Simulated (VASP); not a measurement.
# Ba (Fd-3m) in VASP: notebook

Runs on Ba. Level: PBE. Tasks: density of states.

All numbers are computed with VASP 6.6.1; they aren't measurements. Logs are shortened: lines on timing, memory, paths and dates and some standing lists are left out, and cuts for length are marked.

### 1 The cell of the first run

It takes space group Fd-3m (No. 227, cubic). Conventional cell: a = 6.476 Å, b = 6.476 Å, c = 6.476 Å, α = 90.00°, β = 90.00°, γ = 90.00°. Ba (site symmetry -43m) has 4 Ba at 2.80 Å within 3.7 Å.

### 2 Density of states, PBE (volume scaled by 0.6)

Input file POSCAR:

```
Ba
1.0
    0.0000000000      3.2380103151      3.2380103151
    3.2380103151      0.0000000000      3.2380103151
    3.2380103151      3.2380103151      0.0000000000
Ba
2
Direct
   -0.1250000000     -0.1250000000     -0.1250000000
    0.1250000000      0.1250000000      0.1250000000
```

Input file INCAR.step1:

```
SYSTEM = Ba
PREC     = Accurate       ! precision mode
ENCUT    = 520            ! plane-wave cutoff, eV
EDIFF    = 1E-7           ! SCF threshold, eV
ISMEAR   = -1             ! smearing method
SIGMA    = 0.05           ! smearing width, eV
LREAL    = .FALSE.        ! projectors in reciprocal space
LASPH    = .TRUE.         ! aspherical terms in the spheres
NELM     = 100            ! most SCF steps
ALGO     = Normal         ! electronic algorithm
ISIF     = 2              ! what is computed and relaxed
LWAVE    = .FALSE.        ! write WAVECAR
LCHARG   = .TRUE.         ! write CHGCAR
GGA      = PE             ! functional
NBANDS   = 17             ! bands
```

Input file KPOINTS.step1:

```
regular mesh
0
G
  9 9 9
  0 0 0
```

Input file INCAR.step2:

```
SYSTEM = Ba
PREC     = Accurate       ! precision mode
ENCUT    = 520            ! plane-wave cutoff, eV
EDIFF    = 1E-7           ! SCF threshold, eV
ISMEAR   = -5             ! smearing method
SIGMA    = 0.05           ! smearing width, eV
LREAL    = .FALSE.        ! projectors in reciprocal space
LASPH    = .TRUE.         ! aspherical terms in the spheres
NELM     = 100            ! most SCF steps
ALGO     = Normal         ! electronic algorithm
ISIF     = 2              ! what is computed and relaxed
LWAVE    = .FALSE.        ! write WAVECAR
LCHARG   = .FALSE.        ! write CHGCAR
GGA      = PE             ! functional
LORBIT   = 10             ! projections on sites
NBANDS   = 17             ! bands
NEDOS    = 1001           ! points of the DOS
ICHARG   = 11             ! starting density
```

Input file KPOINTS.step2:

```
regular mesh
0
G
  14 14 14
  0 0 0
```

Potentials or basis: VASP PAW PBE potentials, release 64 (Ba_sv).

Run with:

```bash
cat potpaw_PBE.64/Ba_sv/POTCAR > POTCAR
cp INCAR.step1 INCAR
cp KPOINTS.step1 KPOINTS
mpirun -np 1 vasp_std > vasp.out
cp INCAR.step2 INCAR
cp KPOINTS.step2 KPOINTS
mpirun -np 1 vasp_std > vasp.out
```

OUTCAR:

```text
SYSTEM = Ba
   PREC = Accurate
   ENCUT = 520
   EDIFF = 1E-7
   ISMEAR = -5
   LREAL = .FALSE.
   LASPH = .TRUE.
   NELM = 100
   ISIF = 2
   GGA = PE
   LORBIT = 10
   ICHARG = 11

 ion  position               nearest neighbor table
   1  0.875  0.875  0.875-   2 2.80   2 2.80   2 2.80   2 2.80
   2  0.125  0.125  0.125-   1 2.80   1 2.80   1 2.80   1 2.80

  LATTYP: Found a face centered cubic cell.
 ALAT       =     6.4760206302

  Lattice vectors:

 A1 = (   0.0000000000,   3.2380103151,   3.2380103151)
 A2 = (   3.2380103151,   0.0000000000,   3.2380103151)
 A3 = (   3.2380103151,   3.2380103151,   0.0000000000)

Analysis of symmetry for initial positions (statically):
=====================================================================
 Subroutine PRICEL returns:
 Original cell was already a primitive cell.

 Routine SETGRP: Setting up the symmetry group for a
 face centered cubic supercell.

 Subroutine GETGRP returns: Found 48 space group operations
 (whereof 12 operations were pure point group operations)
 out of a pool of 48 trial point group operations.

The static configuration has the point symmetry D_3d.
 The point group associated with its full space group is O_h .

Analysis of symmetry for dynamics (positions and initial velocities):
=====================================================================
 Subroutine PRICEL returns:
 Original cell was already a primitive cell.

 Routine SETGRP: Setting up the symmetry group for a
 face centered cubic supercell.

 Subroutine GETGRP returns: Found 48 space group operations
 (whereof 12 operations were pure point group operations)
 out of a pool of 48 trial point group operations.

The dynamic configuration has the point symmetry D_3d.
 The point group associated with its full space group is O_h .

 Subroutine INISYM returns: Found 48 space group operations
 (whereof 12 operations are pure point group operations),
 and found     1 'primitive' translations

----------------------------------------------------------------------------------------

                                     Primitive cell

  volume of cell :      67.8992

  direct lattice vectors                    reciprocal lattice vectors
     0.000000000  3.238010315  3.238010315    -0.154415814  0.154415814  0.154415814
     3.238010315  0.000000000  3.238010315     0.154415814 -0.154415814  0.154415814
     3.238010315  3.238010315  0.000000000     0.154415814  0.154415814 -0.154415814

  length of vectors
     4.579238103  4.579238103  4.579238103     0.267456036  0.267456036  0.267456036

  position of ions in fractional coordinates (direct lattice)
[... 85 lines left out ...]
   IBRION =     -1    ionic relax: 0-MD 1-quasi-New 2-CG
   NFREE  =      0    steps in history (QN), initial steepest desc. (CG)
   ISIF   =      2    stress and relaxation
   ISYM   =      2    0-nonsym 1-usesym 2-fastsym
   POTIM  = 0.5000    time-step for ionic-motion
   TEBEG  =    0.0;   TEEND  =   0.0 temperature during run
   PSTRESS=    0.0 pullay stress
   NELECT =      20.0000    total number of electrons
   NUPDOWN=      -1.0000    fix difference up-down
   EMIN   =  10.00;   EMAX   =-10.00  energy-range for DOS
   EFERMI =   0.00;   METHOD = LEGACY
   ISMEAR =    -5;   SIGMA  =   0.05  broadening in eV -4-tet -1-fermi 0-gaus
   EFERMI_NEDOS =   21; number of points for ismear=-14 and -15
   IALGO  =     38    algorithm
   IMIX   =      4    mixing-type and parameters
     AMIX     =   0.40;   BMIX     =  1.00
     AMIX_MAG =   1.60;   BMIX_MAG =  1.00
  volume/ion in A,a.u.               =      33.95       229.10
  Fermi-wavevector in a.u.,A,eV,Ry     =   1.089256  2.058395 16.143020  1.186478
  Thomas-Fermi vector in A             =   2.225455
   LORBIT       =     10    0 simple, 1 ext, 2 COOP (PROOUT), +10 PAW based schemes
   GGA     = PE    functional components
   LHFCALC =     F    Hartree Fock is set to
   AEXX    =    0.0000 exact exchange contribution
   IVDW    =     0    specifies the selected vdW correction
   LEPSILON=     F    determine dielectric tensor
   LRPA    =     F    only Hartree local field effects (RPA)
 non-spin polarized calculation
 Fermi weights with tetrahedron method with Bloechl corrections
  energy-cutoff  :      520.00
  volume of cell :       67.90
 maximum number of plane-waves:      1851
 NGX is ok and might be reduce to    36

 number of electron      19.9999999 magnetization

 Free energy of the ion-electron system (eV)
  ---------------------------------------------------
  ext. energy  EPLUGINS =         0.00000000
  ---------------------------------------------------
  free energy    TOTEN  =         0.40128686 eV

  energy without entropy =        0.40128686  energy(sigma->0) =        0.40128686

 E-fermi :   3.6691     XC(G=0):  -9.5110

 val. band max:        3.7261481467   @ k =  -0.4286   0.1429   0.0000
 cond. band min:       3.6400268218   @ k =   0.3571   0.0000   0.0000
 fundamental gap:     -0.0861213249
 Fermi energy:         3.6690681781

 k-point     1 :       0.0000    0.0000    0.0000
  band No.  band energies     occupation
      1     -26.0803      2.00000
      2     -23.1534      2.00000
      3     -11.6154      2.00000
      4     -11.6154      2.00000
      5     -11.6154      2.00000
      6      -8.7873      2.00000
[... 457 lines left out ...]
      4     -11.9999      2.00000
      5     -11.2454      2.00000
      6      -8.9244      2.00000
[... 9 lines left out ...]
     16       8.4733      0.00000
     17       8.9703      0.00000

 [... further k-points ...]
[... 5 lines left out ...]
  --------------------------------------------------------------------------------------
  -------------------------------------------------------------------------------------
  Total       11.4321601     11.4321601     11.4321601      0.0000000      0.0000000      0.0000000
  in kB      269.7579177    269.7579177    269.7579177      0.0000000      0.0000000      0.0000000
  external PRESSURE =     269.7579177 kB  Pullay stress =       0.0000000 kB

 VOLUME and BASIS-vectors are now :
 -----------------------------------------------------------------------------
  energy-cutoff  :      520.00
  volume of cell :       67.90
      direct lattice vectors                 reciprocal lattice vectors
     0.000000000  3.238010315  3.238010315    -0.154415814  0.154415814  0.154415814
     3.238010315  0.000000000  3.238010315     0.154415814 -0.154415814  0.154415814
     3.238010315  3.238010315  0.000000000     0.154415814  0.154415814 -0.154415814

 POSITION                                       TOTAL-FORCE (eV/Angst)
 -----------------------------------------------------------------------------------
      5.66652      5.66652      5.66652         0.000000      0.000000      0.000000
      0.80950      0.80950      0.80950        -0.000000     -0.000000     -0.000000
 -----------------------------------------------------------------------------------
    total drift:                               -0.000000      0.000000      0.000000

  FREE ENERGIE OF THE ION-ELECTRON SYSTEM (eV)
  ---------------------------------------------------
  free  energy   TOTEN  =         0.4012868636 eV

  energy  without entropy=        0.4012868636  energy(sigma->0) =        0.40128686

 total charge

# of ion       s       p       d       tot
------------------------------------------
    1        2.012   5.550   1.036   8.598
    2        2.012   5.550   1.036   8.598
--------------------------------------------------
tot          4.024  11.100   2.072  17.196
```

OUTCAR.step1:

```text
SYSTEM = Ba
   PREC = Accurate
   ENCUT = 520
   EDIFF = 1E-7
   ISMEAR = -1
   LREAL = .FALSE.
[... 704 lines left out ...]
      5.66652      5.66652      5.66652         0.000000     -0.000000      0.000000
      0.80950      0.80950      0.80950        -0.000000      0.000000     -0.000000
 -----------------------------------------------------------------------------------
    total drift:                               -0.000000      0.000000      0.000000

  FREE ENERGIE OF THE ION-ELECTRON SYSTEM (eV)
  ---------------------------------------------------
  free  energy   TOTEN  =         0.3966287120 eV

  energy  without entropy=        0.4080911048  energy(sigma->0) =        0.40235991
```

It took 2.1 min on 1 thread of AMD EPYC 7R43 (Zen 3), shared host; peak memory 0.22 GiB.

What came out:

* Valence electrons inside the program's atomic spheres: Ba 8.60

Levels at points of the mesh, in eV from the Fermi level:
```csv
k point,band 8,band 9,band 10,band 11,band 12,band 13
"(0.00, 0.00, 0.00)",-12.46,-1.62,0.01,0.01,2.50,2.50
"(0.50, 0.00, 0.00)",-11.62,-0.19,0.42,0.42,0.96,1.58
"(0.50, 0.50, 0.00)",-10.97,-1.05,-1.05,1.59,1.59,3.30
```

Caveat: the cell differs from its parent crystal (volume scaled by 0.6); spin-orbit coupling is left out, which moves the levels of the heavy elements; tetrahedron occupations give inexact forces and stress in metals.

### 3 Density of states, PBE

This run uses another cell than the first one, of 56.58 Å³/atom, 1.667 times its volume.

Input file POSCAR:

```
Ba
1.0
    0.0000000000      3.8390857366      3.8390857366
    3.8390857366      0.0000000000      3.8390857366
    3.8390857366      3.8390857366      0.0000000000
Ba
2
Direct
   -0.1250000000     -0.1250000000     -0.1250000000
    0.1250000000      0.1250000000      0.1250000000
```

Input file INCAR.step1:

```
PREC = Accurate
ENCUT = 520
EDIFF = 1E-6
ISMEAR = -1
SIGMA = 0.05
LREAL = F
LASPH = T
NELM = 60
ALGO = Normal
ISIF = 2
LWAVE = F
LCHARG = T
GGA = PE
NBANDS = 17
```

Input file KPOINTS.step1:

```
regular mesh
0
Gamma
  9 9 9
```

Input file INCAR.step2:

```
PREC = Accurate
ENCUT = 520
EDIFF = 1E-6
ISMEAR = -5
SIGMA = 0.05
LREAL = F
LASPH = T
NELM = 60
ALGO = Normal
ISIF = 2
LWAVE = F
LCHARG = F
GGA = PE
LORBIT = 11
NEDOS = 2001
ICHARG = 11
```

Input file KPOINTS.step2:

```
regular mesh
0
Gamma
  14 14 14
```

Potentials or basis: VASP PAW PBE potentials, release 64 (Ba_sv).

Run with:

```bash
cat potpaw_PBE.64/Ba_sv/POTCAR > POTCAR
cp INCAR.step1 INCAR
cp KPOINTS.step1 KPOINTS
mpirun -np 1 vasp_std > vasp.out
cp INCAR.step2 INCAR
cp KPOINTS.step2 KPOINTS
mpirun -np 1 vasp_std > vasp.out
```

OUTCAR:

```text
PREC = Accurate
   ENCUT = 520
   EDIFF = 1E-6
   ISMEAR = -5
   LREAL = F
   LASPH = T
   NELM = 60
   ISIF = 2
   GGA = PE
   LORBIT = 11
   ICHARG = 11

 ion  position               nearest neighbor table
   1  0.875  0.875  0.875-   2 3.32   2 3.32   2 3.32   2 3.32
   2  0.125  0.125  0.125-   1 3.32   1 3.32   1 3.32   1 3.32

  LATTYP: Found a face centered cubic cell.
 ALAT       =     7.6781714732

  Lattice vectors:

 A1 = (   0.0000000000,   3.8390857366,   3.8390857366)
 A2 = (   3.8390857366,   0.0000000000,   3.8390857366)
 A3 = (   3.8390857366,   3.8390857366,   0.0000000000)

Analysis of symmetry for initial positions (statically):
=====================================================================
 Subroutine PRICEL returns:
 Original cell was already a primitive cell.

 Routine SETGRP: Setting up the symmetry group for a
 face centered cubic supercell.

 Subroutine GETGRP returns: Found 48 space group operations
 (whereof 12 operations were pure point group operations)
[... 181 lines left out ...]
      6     -12.0751      2.00000
      7     -12.0751      2.00000
      8     -12.0751      2.00000
      9      -0.4007      2.00000
     10       1.8700     -0.05546
     11       1.8700      0.00000
     12       2.9896      0.00000
     13       2.9896      0.00000
     14       2.9896      0.00000
[... 377 lines left out ...]
      1     -27.6298      2.00000
      2     -27.1135      2.00000
      3     -13.3907      2.00000
      4     -13.3819      2.00000
      5     -13.1442      2.00000
      6     -12.1783      2.00000
      7     -11.9095      2.00000
      8     -11.9031      2.00000
      9       0.4355      2.00000
     10       1.2818      2.00000
     11       2.1419      0.00000
     12       2.7561      0.00000
     13       3.0653      0.00000
     14       3.3180      0.00000

 [... further k-points ...]
[... 5 lines left out ...]
  --------------------------------------------------------------------------------------
  -------------------------------------------------------------------------------------
  Total        0.2744066      0.2744066      0.2744066     -0.0000000     -0.0000000     -0.0000000
  in kB        3.8850058      3.8850058      3.8850058     -0.0000000     -0.0000000     -0.0000000
  external PRESSURE =       3.8850058 kB  Pullay stress =       0.0000000 kB

 VOLUME and BASIS-vectors are now :
 -----------------------------------------------------------------------------
  energy-cutoff  :      520.00
  volume of cell :      113.17
      direct lattice vectors                 reciprocal lattice vectors
     0.000000000  3.839085737  3.839085737    -0.130239342  0.130239342  0.130239342
     3.839085737  0.000000000  3.839085737     0.130239342 -0.130239342  0.130239342
     3.839085737  3.839085737  0.000000000     0.130239342  0.130239342 -0.130239342

 POSITION                                       TOTAL-FORCE (eV/Angst)
 -----------------------------------------------------------------------------------
      6.71840      6.71840      6.71840        -0.000000      0.000000      0.000000
      0.95977      0.95977      0.95977         0.000000     -0.000000     -0.000000
 -----------------------------------------------------------------------------------
    total drift:                                0.000000      0.000000     -0.000000

  FREE ENERGIE OF THE ION-ELECTRON SYSTEM (eV)
  ---------------------------------------------------
  free  energy   TOTEN  =        -1.8431538189 eV

  energy  without entropy=       -1.8431538189  energy(sigma->0) =       -1.84315382

 total charge

# of ion       s       p       d       tot
------------------------------------------
    1        2.013   5.515   0.583   8.111
    2        2.013   5.515   0.583   8.111
--------------------------------------------------
tot          4.026  11.030   1.165  16.222
```

It took 2.1 min on 1 thread of AMD EPYC 7R43 (Zen 3), shared host; peak memory 0.28 GiB.

Results:

- Valence electrons inside the program's atomic spheres: Ba 8.11

Caveat: spin-orbit coupling is left out, which moves the levels of the heavy elements; tetrahedron occupations give inexact forces and stress in metals.
